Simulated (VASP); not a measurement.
# Ge (P6_3/mmc) in VASP: further runs

Runs on Ge. Level: PBE. Tasks: single point.

Program: VASP 6.6.1. These are calculated values, not measurements. Logs are shortened: lines on timing, memory, paths and dates and some standing lists are left out, and cuts for length are marked.

## Step 1: The cell of the first run

Symmetry: P6_3/mmc, No. 194, hexagonal system. Conventional cell: a = 2.884 Å, b = 2.884 Å, c = 4.856 Å, α = 90.00°, β = 90.00°, γ = 120.00°. Within 3.8 Å of Ge (site symmetry -6m2) lie 12 Ge at 2.88 to 2.94 Å.

## Step 2: Single point, PBE

INCAR reads:

```
SYSTEM = Ge
PREC = Accurate
ENCUT = 520
EDIFF = 1E-6
ISMEAR = -1
SIGMA = 0.05
LREAL = .False.
LASPH = .True.
NELM = 60
ALGO = Normal
ISIF = 2
LWAVE = .False.
LCHARG = .True.
GGA = PE
LELF = .True.
LVHAR = .True.
NBANDS = 21
```

KPOINTS reads:

```
Automatic mesh
0
Gamma
  15 15 8
  0 0 0
```

POSCAR reads:

```
Ge
1.0
    2.8843216943      0.0000000000      0.0000000000
   -1.4421608471      2.4978958599      0.0000000000
    0.0000000000      0.0000000000      4.8563285237
Ge
2
Direct
    0.3333333333      0.6666666667      0.2500000000
    0.6666666667      0.3333333333      0.7500000000
```

Potentials or basis: VASP PAW PBE potentials, release 64 (Ge_d).

The run is started by

```console
$ cat potpaw_PBE.64/Ge_d/POTCAR > POTCAR
$ mpirun -np 1 vasp_std > vasp.out
```

OUTCAR:

```text
SYSTEM = Ge
   PREC = Accurate
   ENCUT = 520
   EDIFF = 1E-6
   ISMEAR = -1
   LREAL = .False.
   LASPH = .True.
   NELM = 60
   ISIF = 2
   GGA = PE

 ion  position               nearest neighbor table
   1  0.333  0.667  0.250-
   2  0.667  0.333  0.750-

  LATTYP: Found a hexagonal cell.
 ALAT       =     2.8843216943
 C/A-ratio  =     1.6836986434

  Lattice vectors:

 A1 = (   2.8843216943,   0.0000000000,   0.0000000000)
 A2 = (  -1.4421608471,   2.4978958599,   0.0000000000)
 A3 = (   0.0000000000,   0.0000000000,   4.8563285237)

Analysis of symmetry for initial positions (statically):
=====================================================================
 Subroutine PRICEL returns:
 Original cell was already a primitive cell.

 Routine SETGRP: Setting up the symmetry group for a
 hexagonal supercell.

 Subroutine GETGRP returns: Found 24 space group operations
 (whereof 12 operations were pure point group operations)
 out of a pool of 24 trial point group operations.

The static configuration has the point symmetry D_3d.
 The point group associated with its full space group is D_6h.

Analysis of symmetry for dynamics (positions and initial velocities):
=====================================================================
 Subroutine PRICEL returns:
 Original cell was already a primitive cell.

 Routine SETGRP: Setting up the symmetry group for a
 hexagonal supercell.

 Subroutine GETGRP returns: Found 24 space group operations
 (whereof 12 operations were pure point group operations)
 out of a pool of 24 trial point group operations.

The dynamic configuration has the point symmetry D_3d.
 The point group associated with its full space group is D_6h.

 Subroutine INISYM returns: Found 24 space group operations
 (whereof 12 operations are pure point group operations),
 and found     1 'primitive' translations

----------------------------------------------------------------------------------------

                                     Primitive cell

  volume of cell :      34.9886

  direct lattice vectors                    reciprocal lattice vectors
     2.884321694  0.000000000  0.000000000     0.346701965  0.200168473  0.000000000
    -1.442160847  2.497895860  0.000000000     0.000000000  0.400336946  0.000000000
     0.000000000  0.000000000  4.856328524     0.000000000  0.000000000  0.205916876

  length of vectors
     2.884321694  2.884321694  4.856328524     0.400336946  0.400336946  0.205916876

[... 71 lines left out ...]
   PREC   = accura    normal or accurate (medium, high low for compatibility)
   ISTART =      0    job   : 0-new  1-cont  2-samecut
   ICHARG =      2    charge: 1-file 2-atom 10-const
   ISPIN  =      1    spin polarized calculation?
   LNONCOLLINEAR =      F non collinear calculations
   LSORBIT =      F    spin-orbit coupling
   LASPH  =      T    aspherical Exc in radial PAW
   ENCUT  =  520.0 eV  38.22 Ry    6.18 a.u.   5.36  5.36  9.03*2*pi/ulx,y,z
   NELM   =     60;   NELMIN=  2; NELMDL= -5     # of ELM steps
   EDIFF  = 0.1E-05   stopping-criterion for ELM
   LREAL  =      F    real-space projection
   EDIFFG = 0.1E-04   stopping-criterion for IOM
   NSW    =      0    number of steps for IOM
   IBRION =     -1    ionic relax: 0-MD 1-quasi-New 2-CG
   NFREE  =      0    steps in history (QN), initial steepest desc. (CG)
   ISIF   =      2    stress and relaxation
   ISYM   =      2    0-nonsym 1-usesym 2-fastsym
   POTIM  = 0.5000    time-step for ionic-motion
   TEBEG  =    0.0;   TEEND  =   0.0 temperature during run
   PSTRESS=    0.0 pullay stress
   NELECT =      28.0000    total number of electrons
   NUPDOWN=      -1.0000    fix difference up-down
   EMIN   =  10.00;   EMAX   =-10.00  energy-range for DOS
   EFERMI =   0.00;   METHOD = LEGACY
   ISMEAR =    -1;   SIGMA  =   0.05  broadening in eV -4-tet -1-fermi 0-gaus
   EFERMI_NEDOS =   21; number of points for ismear=-14 and -15
   IALGO  =     38    algorithm
   IMIX   =      4    mixing-type and parameters
     AMIX     =   0.40;   BMIX     =  1.00
     AMIX_MAG =   1.60;   BMIX_MAG =  1.00
  volume/ion in A,a.u.               =      17.49       118.06
  Fermi-wavevector in a.u.,A,eV,Ry     =   1.519913  2.872220 31.431314  2.310136
  Thomas-Fermi vector in A             =   2.628835
   LORBIT       =      0    0 simple, 1 ext, 2 COOP (PROOUT), +10 PAW based schemes
   GGA     = PE    functional components
   LHFCALC =     F    Hartree Fock is set to
   AEXX    =    0.0000 exact exchange contribution
   IVDW    =     0    specifies the selected vdW correction
   LEPSILON=     F    determine dielectric tensor
   LRPA    =     F    only Hartree local field effects (RPA)
 non-spin polarized calculation
  energy-cutoff  :      520.00
  volume of cell :       34.99
 maximum number of plane-waves:       967
 NGX is ok and might be reduce to    24
   NGX = 11   NGY = 11   NGZ = 19

 number of electron      27.9999993 magnetization

 Free energy of the ion-electron system (eV)
  ---------------------------------------------------
  ext. energy  EPLUGINS =         0.00000000
  ---------------------------------------------------
  free energy    TOTEN  =        -8.29750264 eV

  energy without entropy =       -8.28982185  energy(sigma->0) =       -8.29366224

 E-fermi :   7.5896     XC(G=0): -11.6831

 val. band max:        7.5895595829   @ k =   0.3333   0.3333   0.1250
 cond. band min:       7.6094680435   @ k =   0.3333   0.2667   0.2500
 fundamental gap:      0.0199084606
 Fermi energy:         7.5896444903

 k-point     1 :       0.0000    0.0000    0.0000
  band No.  band energies     occupation
      1     -17.1395      2.00000
      2     -17.1389      2.00000
      3     -17.1275      2.00000
      4     -17.1275      2.00000
      5     -17.1190      2.00000
      6     -17.1190      2.00000
[... 565 lines left out ...]
     20      20.7720      0.00000
     21      24.6505      0.00000

 [... further k-points ...]
[... 5 lines left out ...]
  --------------------------------------------------------------------------------------
  -------------------------------------------------------------------------------------
  Total        1.8173697      1.8173697      1.8206555      0.0000000      0.0000000     -0.0000000
  in kB       83.2200125     83.2200125     83.3704770      0.0000000      0.0000000     -0.0000000
  external PRESSURE =      83.2701673 kB  Pullay stress =       0.0000000 kB

 VOLUME and BASIS-vectors are now :
 -----------------------------------------------------------------------------
  energy-cutoff  :      520.00
  volume of cell :       34.99
      direct lattice vectors                 reciprocal lattice vectors
     2.884321694  0.000000000  0.000000000     0.346701965  0.200168473  0.000000000
    -1.442160847  2.497895860  0.000000000     0.000000000  0.400336946  0.000000000
     0.000000000  0.000000000  4.856328524     0.000000000  0.000000000  0.205916876

 POSITION                                       TOTAL-FORCE (eV/Angst)
 -----------------------------------------------------------------------------------
     -0.00000      1.66526      1.21408         0.000000     -0.000000      0.000000
      1.44216      0.83263      3.64225        -0.000000      0.000000      0.000000
 -----------------------------------------------------------------------------------
    total drift:                               -0.000000      0.000000      0.000000

  FREE ENERGIE OF THE ION-ELECTRON SYSTEM (eV)
  ---------------------------------------------------
  free  energy   TOTEN  =        -8.2975026405 eV

  energy  without entropy=       -8.2898218464  energy(sigma->0) =       -8.29366224
```

OSZICAR:

```text
N       E                     dE             d eps       ncg     rms          rms(c)
DAV:   1     0.173157377144E+03    0.17316E+03   -0.14227E+04  6558   0.389E+03
DAV:   2     0.145680581095E+02   -0.15859E+03   -0.15335E+03  5715   0.587E+02
DAV:   3    -0.773625593510E+01   -0.22304E+02   -0.22077E+02  6376   0.130E+02
DAV:   4    -0.832105749627E+01   -0.58480E+00   -0.58442E+00  6497   0.243E+01
DAV:   5    -0.832933933896E+01   -0.82818E-02   -0.82816E-02  6415   0.315E+00    0.180E+00
DAV:   6    -0.830791657758E+01    0.21423E-01   -0.17473E-02  7753   0.214E+00    0.994E-01
DAV:   7    -0.829781406748E+01    0.10103E-01   -0.11592E-02  7740   0.139E+00    0.798E-02
DAV:   8    -0.829749021957E+01    0.32385E-03   -0.10255E-03  6810   0.595E-01    0.292E-02
DAV:   9    -0.829750156341E+01   -0.11344E-04   -0.25587E-05  6491   0.527E-02    0.589E-03
DAV:  10    -0.829750306157E+01   -0.14982E-05   -0.67643E-07  4305   0.842E-03    0.416E-04
DAV:  11    -0.829750264050E+01    0.42107E-06   -0.36493E-07  3650   0.112E-02
   1 F= -.82975026E+01 E0= -.82936622E+01  d E =-.768079E-02
```

stdout:

```text
POSCAR found type information on POSCAR Ge
 POSCAR found :  1 types and       2 ions
 scaLAPACK will be used
 LDA part: xc-table for (Slater+PW92), standard interpolation
 POSCAR, INCAR and KPOINTS ok, starting setup
 FFT: planning ... GRIDC
 FFT: planning ... GRID_SOFT
 FFT: planning ... GRID
 WAVECAR not read
 entering main loop
```

Wall time 24 s (1 thread of Intel Xeon 6975P-C (Granite Rapids), shared host); peak memory 0.2 GiB.

Results:

| Item | Value |
| --- | --- |
| Free energy | -8.2975 eV |
| Pressure | 8.3 GPa |
| Band gap on the k mesh | zero (band 14 reaches 15.51 eV, above the bottom of band 15 at 4.33 eV) |

## Step 3: Single point, PBE

INCAR reads:

```
PREC     = Accurate       # precision mode
ENCUT    = 520            # plane-wave cutoff, eV
EDIFF    = 1E-6           # SCF threshold, eV
ISMEAR   = -1             # smearing method
SIGMA    = 0.05           # smearing width, eV
LREAL    = F              # projectors in reciprocal space
LASPH    = T              # aspherical terms in the spheres
NELM     = 80             # most SCF steps
ALGO     = Normal         # electronic algorithm
ISIF     = 2              # what is computed and relaxed
LWAVE    = F              # write WAVECAR
LCHARG   = T              # write CHGCAR
GGA      = PE             # functional
LELF     = T              # ELF
LVHAR    = T            
NBANDS   = 21             # bands
```

KPOINTS reads:

```
Automatic mesh
0
Gamma
  15 15 8
```

POSCAR reads:

```
Ge
1.0
    2.8847005511      0.0000000000      0.0000000000
   -1.4423502756      2.4982239596      0.0000000000
    0.0000000000      0.0000000000      4.8576286145
Ge
2
Direct
    0.3333333333      0.6666666667      0.2500000000
    0.6666666667      0.3333333333      0.7500000000
```

Potentials or basis: VASP PAW PBE potentials, release 64 (Ge_d).

The run is started by

```console
$ cat potpaw_PBE.64/Ge_d/POTCAR > POTCAR
$ mpirun -np 1 vasp_std > vasp.out
```

OUTCAR:

```text
PREC = Accurate
   ENCUT = 520
   EDIFF = 1E-6
   ISMEAR = -1
   LREAL = F
   LASPH = T
   NELM = 80
   ISIF = 2
   GGA = PE

 ion  position               nearest neighbor table
   1  0.333  0.667  0.250-
   2  0.667  0.333  0.750-

  LATTYP: Found a hexagonal cell.
 ALAT       =     2.8847005511
 C/A-ratio  =     1.6839282028

  Lattice vectors:

[... 186 lines left out ...]

 k-point     1 :       0.0000    0.0000    0.0000
  band No.  band energies     occupation
      1     -17.1453      2.00000
      2     -17.1447      2.00000
      3     -17.1333      2.00000
      4     -17.1333      2.00000
      5     -17.1249      2.00000
      6     -17.1249      2.00000
[... 565 lines left out ...]
     20      20.7638      0.00000
     21      24.6347      0.00000

 [... further k-points ...]
[... 5 lines left out ...]
  --------------------------------------------------------------------------------------
  -------------------------------------------------------------------------------------
  Total        1.8047944      1.8047944      1.8062028     -0.0000000     -0.0000000      0.0000000
  in kB       82.6003550     82.6003550     82.6648127     -0.0000000     -0.0000000      0.0000000
  external PRESSURE =      82.6218409 kB  Pullay stress =       0.0000000 kB

 VOLUME and BASIS-vectors are now :
 -----------------------------------------------------------------------------
  energy-cutoff  :      520.00
  volume of cell :       35.01
      direct lattice vectors                 reciprocal lattice vectors
     2.884700551  0.000000000  0.000000000     0.346656432  0.200142184  0.000000000
    -1.442350276  2.498223960  0.000000000     0.000000000  0.400284368  0.000000000
     0.000000000  0.000000000  4.857628615     0.000000000  0.000000000  0.205861765

 POSITION                                       TOTAL-FORCE (eV/Angst)
 -----------------------------------------------------------------------------------
     -0.00000      1.66548      1.21441         0.000000      0.000000      0.000000
      1.44235      0.83274      3.64322        -0.000000     -0.000000      0.000000
 -----------------------------------------------------------------------------------
    total drift:                                0.000000     -0.000000      0.000000

  FREE ENERGIE OF THE ION-ELECTRON SYSTEM (eV)
  ---------------------------------------------------
  free  energy   TOTEN  =        -8.2984625946 eV

  energy  without entropy=       -8.2907763327  energy(sigma->0) =       -8.29461946
```

stdout:

```text
POSCAR found type information on POSCAR Ge
 POSCAR found :  1 types and       2 ions
 scaLAPACK will be used
 LDA part: xc-table for (Slater+PW92), standard interpolation
 POSCAR, INCAR and KPOINTS ok, starting setup
 FFT: planning ... GRIDC
 FFT: planning ... GRID_SOFT
 FFT: planning ... GRID
 WAVECAR not read
 entering main loop
```

It took 24 s on 1 thread of Intel Xeon 6975P-C (Granite Rapids), shared host; peak memory 0.2 GiB.

Results:

```
Free energy            : -8.2985 eV
Pressure               : 8.3 GPa
Band gap on the k mesh : zero (band 14 reaches 15.50 eV, above the bottom of band 15 at 4.33 eV)
```
